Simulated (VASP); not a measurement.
# HfH2F2 (I4/mmm) in VASP: single point with PBE

Aim: the single point of HfH2F2 with PBE.

All numbers are computed with VASP 6.6.1; they aren't measurements. Logs are shortened: lines on timing, memory, paths and dates and some standing lists are left out, and cuts for length are marked.

## Step 1: The cell of the first run

It takes space group I4/mmm (No. 139, tetragonal). The conventional cell has a = 2.956 Å, b = 2.956 Å, c = 12.172 Å, α = 90.00°, β = 90.00°, γ = 90.00°. Within 3.6 Å of Hf (site symmetry 4/mmm) lie 8 H at 2.74 Å and 4 Hf at 2.96 Å and 8 F at 3.38 Å. Within 2.6 Å of H (site symmetry 4mm) lie 4 F at 1.95 Å. Within 2.6 Å of F (site symmetry -4m2) lie 4 H at 1.95 Å and 4 F at 2.09 Å.

The cell was generated, and may not be a known phase.

## Step 2: Single point, PBE

File INCAR:

```
SYSTEM = HfH2F2
  PREC = Accurate
  ENCUT = 520
  EDIFF = 1E-7
  ISMEAR = 0
  SIGMA = 0.1
  LREAL = .FALSE.
  LASPH = .TRUE.
  NELM = 100
  ALGO = Normal
  ISIF = 2
  LWAVE = .FALSE.
  LCHARG = .TRUE.
  GGA = PE
  LELF = .TRUE.
  LVHAR = .TRUE.
  NBANDS = 21
```

File KPOINTS:

```
regular mesh
0
G
  8 8 8
  0 0 0
```

File POSCAR:

```
HfH2F2
1.0
   -1.4782174700      1.4782174700      6.0858029100
    1.4782174700     -1.4782174700      6.0858029100
    1.4782174700      1.4782174700     -6.0858029100
Hf H F
1 2 2
Direct
    0.0000000000      0.0000000000      0.0000000000
    0.6457786000      0.6457786000      0.0000000000
    0.3542214000      0.3542214000      0.0000000000
    0.7500000000      0.2500000000      0.5000000000
    0.2500000000      0.7500000000      0.5000000000
```

Potentials or basis: VASP PAW PBE potentials, release 64 (Hf_pv, H, F).

The run is started by

```
> cat potpaw_PBE.64/Hf_pv/POTCAR potpaw_PBE.64/H/POTCAR potpaw_PBE.64/F/POTCAR > POTCAR
> mpirun -np 1 vasp_std > vasp.out
```

OUTCAR:

```text
SYSTEM = HfH2F2
   PREC = Accurate
   ENCUT = 520
   EDIFF = 1E-7
   ISMEAR = 0
   LREAL = .FALSE.
   LASPH = .TRUE.
   NELM = 100
   ISIF = 2
   GGA = PE

 ion  position               nearest neighbor table
   1  0.000  0.000  0.000-
   2  0.646  0.646  0.000-
   3  0.354  0.354  0.000-
   4  0.750  0.250  0.500-
   5  0.250  0.750  0.500-

  LATTYP: Found a body centered tetragonal cell.
 ALAT       =     2.9564349400
 C/A-ratio  =     4.1169875431

  Lattice vectors:

 A1 = (  -1.4782174700,   1.4782174700,   6.0858029100)
 A2 = (   1.4782174700,  -1.4782174700,   6.0858029100)
 A3 = (   1.4782174700,   1.4782174700,  -6.0858029100)

Analysis of symmetry for initial positions (statically):
=====================================================================
 Subroutine PRICEL returns:
 Original cell was already a primitive cell.

 Routine SETGRP: Setting up the symmetry group for a
 body centered tetragonal supercell.

 Subroutine GETGRP returns: Found 16 space group operations
 (whereof 16 operations were pure point group operations)
 out of a pool of 16 trial point group operations.

The static configuration has the point symmetry D_4h.

Analysis of symmetry for dynamics (positions and initial velocities):
=====================================================================
 Subroutine PRICEL returns:
 Original cell was already a primitive cell.

 Routine SETGRP: Setting up the symmetry group for a
 body centered tetragonal supercell.

 Subroutine GETGRP returns: Found 16 space group operations
 (whereof 16 operations were pure point group operations)
 out of a pool of 16 trial point group operations.

The dynamic configuration has the point symmetry D_4h.

 Subroutine INISYM returns: Found 16 space group operations
 (whereof 16 operations are pure point group operations),
 and found     1 'primitive' translations

----------------------------------------------------------------------------------------

                                     Primitive cell

  volume of cell :      53.1930

  direct lattice vectors                    reciprocal lattice vectors
    -1.478217470  1.478217470  6.085802910     0.000000000  0.338245225  0.082158428
     1.478217470 -1.478217470  6.085802910     0.338245225  0.000000000  0.082158428
     1.478217470  1.478217470 -6.085802910     0.338245225  0.338245225  0.000000000

  length of vectors
     6.434846606  6.434846606  6.434846606     0.348080219  0.348080219  0.478350984

  position of ions in fractional coordinates (direct lattice)
     0.000000000  0.000000000  0.000000000
     0.645778600  0.645778600  0.000000000
     0.354221400  0.354221400  0.000000000
     0.750000000  0.250000000  0.500000000
     0.250000000  0.750000000  0.500000000

  ion indices of the primitive-cell ions
   primitive index   ion index
                 1           1
                 2           2
                 3           3
                 4           4
                 5           5

----------------------------------------------------------------------------------------

 KPOINTS: regular mesh

Automatic generation of k-mesh.
 Grid dimensions read from file:
 generate k-points for:    8    8    8

 Generating k-lattice:

  Cartesian coordinates                     Fractional coordinates (reciprocal lattice)
     0.000000000  0.042280653  0.010269803     0.125000000  0.000000000  0.000000000
     0.042280653  0.000000000  0.010269803     0.000000000  0.125000000  0.000000000
     0.042280653  0.042280653  0.000000000     0.000000000  0.000000000  0.125000000

  Length of vectors
     0.043510027  0.043510027  0.059793873

  Shift w.r.t. Gamma in fractional coordinates (k-lattice)
     0.000000000  0.000000000  0.000000000

 Subroutine IBZKPT returns following result:
 ===========================================

 Found     59 irreducible k-points:

 Following reciprocal coordinates:
            Coordinates               Weight
  0.000000  0.000000  0.000000      1.000000
  0.125000 -0.000000  0.000000      8.000000
  0.250000 -0.000000  0.000000      8.000000
  0.375000  0.000000  0.000000      8.000000
  0.500000 -0.000000  0.000000      4.000000
  0.125000  0.125000  0.000000      8.000000
[... 16 lines left out ...]
  0.250000  0.125000  0.125000     16.000000
  0.375000  0.125000  0.125000      8.000000
 [... further k-points ...]
   k-points           NKPTS =     59   k-points in BZ     NKDIM =     59   number of bands    NBANDS=     21
   number of dos      NEDOS =    301   number of ions     NIONS =      5
   total plane-waves  NPLWV = 110592
   dimension x,y,z NGX =    48 NGY =   48 NGZ =   48
   dimension x,y,z NGXF=    96 NGYF=   96 NGZF=   96
   ions per type =               1   2   2
   NGX,Y,Z   is equivalent  to a cutoff of  12.40, 12.40, 12.40 a.u.
   NGXF,Y,Z  is equivalent  to a cutoff of  24.80, 24.80, 24.80 a.u.
 SYSTEM =  HfH2F2
   PREC   = accura    normal or accurate (medium, high low for compatibility)
   ISTART =      0    job   : 0-new  1-cont  2-samecut
   ICHARG =      2    charge: 1-file 2-atom 10-const
   ISPIN  =      1    spin polarized calculation?
   LNONCOLLINEAR =      F non collinear calculations
   LSORBIT =      F    spin-orbit coupling
   LASPH  =      T    aspherical Exc in radial PAW
   ENCUT  =  520.0 eV  38.22 Ry    6.18 a.u.  11.96 11.96 11.96*2*pi/ulx,y,z
   NELM   =    100;   NELMIN=  2; NELMDL= -5     # of ELM steps
   EDIFF  = 0.1E-06   stopping-criterion for ELM
   LREAL  =      F    real-space projection
   EDIFFG = 0.1E-05   stopping-criterion for IOM
   NSW    =      0    number of steps for IOM
   IBRION =     -1    ionic relax: 0-MD 1-quasi-New 2-CG
   NFREE  =      0    steps in history (QN), initial steepest desc. (CG)
   ISIF   =      2    stress and relaxation
   ISYM   =      2    0-nonsym 1-usesym 2-fastsym
   POTIM  = 0.5000    time-step for ionic-motion
   TEBEG  =    0.0;   TEEND  =   0.0 temperature during run
   PSTRESS=    0.0 pullay stress
   NELECT =      26.0000    total number of electrons
   NUPDOWN=      -1.0000    fix difference up-down
   EMIN   =  10.00;   EMAX   =-10.00  energy-range for DOS
   EFERMI =   0.00;   METHOD = LEGACY
   ISMEAR =     0;   SIGMA  =   0.10  broadening in eV -4-tet -1-fermi 0-gaus
   EFERMI_NEDOS =   21; number of points for ismear=-14 and -15
   IALGO  =     38    algorithm
   IMIX   =      4    mixing-type and parameters
     AMIX     =   0.40;   BMIX     =  1.00
     AMIX_MAG =   1.60;   BMIX_MAG =  1.00
  volume/ion in A,a.u.               =      10.64        71.79
  Fermi-wavevector in a.u.,A,eV,Ry     =   1.289578  2.436950 22.626660  1.663013
  Thomas-Fermi vector in A             =   2.421463
   LORBIT       =      0    0 simple, 1 ext, 2 COOP (PROOUT), +10 PAW based schemes
   GGA     = PE    functional components
   LHFCALC =     F    Hartree Fock is set to
   AEXX    =    0.0000 exact exchange contribution
   IVDW    =     0    specifies the selected vdW correction
   LEPSILON=     F    determine dielectric tensor
   LRPA    =     F    only Hartree local field effects (RPA)
 non-spin polarized calculation
 Gauss-broadening in eV      SIGMA  =   0.10
  energy-cutoff  :      520.00
  volume of cell :       53.19
 maximum number of plane-waves:      1458
   NGX = 23   NGY = 23   NGZ = 23

 number of electron      26.0000010 magnetization

 Free energy of the ion-electron system (eV)
  ---------------------------------------------------
  ext. energy  EPLUGINS =         0.00000000
  ---------------------------------------------------
  free energy    TOTEN  =       -18.29182490 eV

  energy without entropy =      -18.27216972  energy(sigma->0) =      -18.28199731

 E-fermi :   1.6703     XC(G=0): -10.3442

 val. band max:        1.6425419097   @ k =  -0.1250   0.1250   0.0000
 cond. band min:       1.6759260773   @ k =  -0.3750   0.1250  -0.0000
 fundamental gap:      0.0333841676
 Fermi energy:         1.6702974063

 k-point     1 :       0.0000    0.0000    0.0000
  band No.  band energies     occupation
      1     -29.8550      2.00000
      2     -29.1300      2.00000
      3     -29.1300      2.00000
      4     -21.5245      2.00000
      5     -18.2682      2.00000
      6      -4.7290      2.00000
[... 13 lines left out ...]
     20      11.1062      0.00000
     21      13.7362      0.00000

 k-point     2 :       0.1250   -0.0000    0.0000
  band No.  band energies     occupation
      1     -29.8428      2.00000
      2     -29.2471      2.00000
      3     -29.1202      2.00000
      4     -21.4103      2.00000
      5     -18.4003      2.00000
      6      -4.6772      2.00000
[... 13 lines left out ...]
     20      10.9417      0.00000
     21      13.7034      0.00000

 k-point     3 :       0.2500   -0.0000    0.0000
  band No.  band energies     occupation
      1     -29.8133      2.00000
      2     -29.5215      2.00000
      3     -29.0966      2.00000
      4     -21.0812      2.00000
      5     -18.7751      2.00000
      6      -4.3531      2.00000
[... 13 lines left out ...]
     20      10.0692      0.00000
     21      12.3066      0.00000

 k-point     4 :       0.3750    0.0000    0.0000
  band No.  band energies     occupation
      1     -29.7847      2.00000
      2     -29.7835      2.00000
      3     -29.0728      2.00000
      4     -20.5761      2.00000
      5     -19.3270      2.00000
      6      -3.7339      2.00000
[... 13 lines left out ...]
     20       8.7649      0.00000
     21      11.1546      0.00000

 k-point     5 :       0.5000   -0.0000    0.0000
  band No.  band energies     occupation
      1     -29.8907      2.00000
      2     -29.7710      2.00000
      3     -29.0629      2.00000
      4     -19.9624      2.00000
      5     -19.9609      2.00000
      6      -3.0155      2.00000
[... 13 lines left out ...]
     20       8.1427      0.00000
     21      10.3479      0.00000

 k-point     6 :       0.1250    0.1250    0.0000
  band No.  band energies     occupation
      1     -29.8308      2.00000
      2     -29.2420      2.00000
      3     -29.2312      2.00000
      4     -21.3006      2.00000
      5     -18.5155      2.00000
      6      -4.6649      2.00000
[... 13 lines left out ...]
     20      10.9152      0.00000
     21      13.7328      0.00000

 k-point     7 :       0.2500    0.1250    0.0000
  band No.  band energies     occupation
      1     -29.8016      2.00000
      2     -29.5094      2.00000
      3     -29.2109      2.00000
      4     -20.9855      2.00000
      5     -18.8461      2.00000
      6      -4.3380      2.00000
[... 13 lines left out ...]
     20      10.2925      0.00000
     21      13.0179      0.00000
[... 291 lines left out ...]
      1     -29.7164      2.00000
      2     -29.7086      2.00000
      3     -29.6987      2.00000
      4     -20.0441      2.00000
      5     -19.5460      2.00000
      6      -4.5547      2.00000
[... 13 lines left out ...]
     20      11.5291      0.00000
     21      11.8003      0.00000

 k-point    21 :       0.5000    0.5000    0.0000
  band No.  band energies     occupation
      1     -29.7915      2.00000
      2     -29.7915      2.00000
      3     -29.6934      2.00000
      4     -19.7336      2.00000
      5     -19.7328      2.00000
      6      -4.8272      2.00000
[... 13 lines left out ...]
     20       9.4951      0.00000
     21      12.4638      0.00000

 k-point    22 :       0.1250    0.1250    0.1250
  band No.  band energies     occupation
      1     -29.7730      2.00000
      2     -29.4898      2.00000
      3     -29.4692      2.00000
      4     -20.7153      2.00000
      5     -19.0602      2.00000
      6      -4.1962      2.00000
[... 13 lines left out ...]
     20      10.7149      0.00000
     21      13.3104      0.00000

 k-point    23 :       0.2500    0.1250    0.1250
  band No.  band energies     occupation
      1     -29.7443      2.00000
      2     -29.7376      2.00000
      3     -29.4494      2.00000
      4     -20.3130      2.00000
      5     -19.4081      2.00000
      6      -4.1787      2.00000
[... 13 lines left out ...]
     20      10.6585      0.00000
     21      11.9958      0.00000

 k-point    24 :       0.3750    0.1250    0.1250
  band No.  band energies     occupation
      1     -29.8414      2.00000
      2     -29.7324      2.00000
      3     -29.4372      2.00000
      4     -19.8500      2.00000
      5     -19.8492      2.00000
      6      -3.8698      2.00000
[... 13 lines left out ...]
     20      10.3974      0.00000
     21      10.6235      0.00000

 [... further k-points ...]

------------------------ aborting loop because EDIFF is reached ----------------------------------------

  FORCE on cell =-STRESS in cart. coord.  units (eV):
  Direction    XX          YY          ZZ          XY          YZ          ZX
  --------------------------------------------------------------------------------------
  -------------------------------------------------------------------------------------
  Total        1.8934911      1.8934911     -8.1120009      0.0000000      0.0000000      0.0000000
  in kB       57.0320932     57.0320932   -244.3340745      0.0000000      0.0000000      0.0000000
  external PRESSURE =     -43.4232960 kB  Pullay stress =       0.0000000 kB

 VOLUME and BASIS-vectors are now :
 -----------------------------------------------------------------------------
  energy-cutoff  :      520.00
  volume of cell :       53.19
      direct lattice vectors                 reciprocal lattice vectors
    -1.478217470  1.478217470  6.085802910     0.000000000  0.338245225  0.082158428
     1.478217470 -1.478217470  6.085802910     0.338245225  0.000000000  0.082158428
     1.478217470  1.478217470 -6.085802910     0.338245225  0.338245225  0.000000000

 POSITION                                       TOTAL-FORCE (eV/Angst)
 -----------------------------------------------------------------------------------
      0.00000      0.00000      0.00000         0.000000      0.000000     -0.000000
      0.00000      0.00000      7.86016         0.000000      0.000000     -1.373393
      0.00000      0.00000      4.31144        -0.000000     -0.000000      1.373393
     -0.00000      1.47822      3.04290         0.000000      0.000000      0.000000
      1.47822     -0.00000      3.04290         0.000000      0.000000     -0.000000
 -----------------------------------------------------------------------------------
    total drift:                                0.000000     -0.000000      0.000000

  FREE ENERGIE OF THE ION-ELECTRON SYSTEM (eV)
  ---------------------------------------------------
  free  energy   TOTEN  =       -18.2918249042 eV

  energy  without entropy=      -18.2721697182  energy(sigma->0) =      -18.28199731
```

Wall time 6.5 min (1 thread of Intel Xeon 8259CL, shared host); peak memory 0.37 GiB.

What came out:

```
Free energy            : -18.2918 eV
Pressure               : -4.3 GPa
Largest force          : 1.373 eV/Å
Band gap on the k mesh : zero (bands 13 and 14 overlap by 1.37 eV)
```

Forces in eV/Å, atoms in the order of the input:
```
Hf   0.000  0.000  0.000
H    0.000  0.000 -1.373
H    0.000  0.000  1.373
F    0.000  0.000  0.000
F    0.000  0.000  0.000
```

Levels at points of the mesh, in eV from the Fermi level:
```tsv
k point	band 9	band 10	band 11	band 12	band 13	band 14	band 15	band 16	band 17	band 18
(0.00, 0.00, 0.00)	-4.30	-1.91	-1.08	-0.38	-0.11	-0.11	0.69	3.93	3.93	5.42
(0.50, 0.00, 0.00)	-3.07	-2.40	-2.40	-1.72	-1.08	-0.43	2.20	2.87	4.48	4.49
(0.50, 0.50, 0.00)	-3.10	-3.02	0.44	0.47	0.47	0.79	0.85	2.73	3.45	5.75
(0.50, 0.50, 0.50)	-3.78	-2.24	-1.79	-1.23	-0.11	-0.11	1.26	3.89	3.89	5.50
```

Caveat: the stress differs along the axes, from -24 to 6 GPa; spin-orbit coupling is left out, which moves the levels of the heavy elements; forces of over 1 eV/Å act on the atoms, so gaps and moduli don't describe the material at rest.

The gap in the log of VASP goes by the Fermi energy; the results here count the filled bands.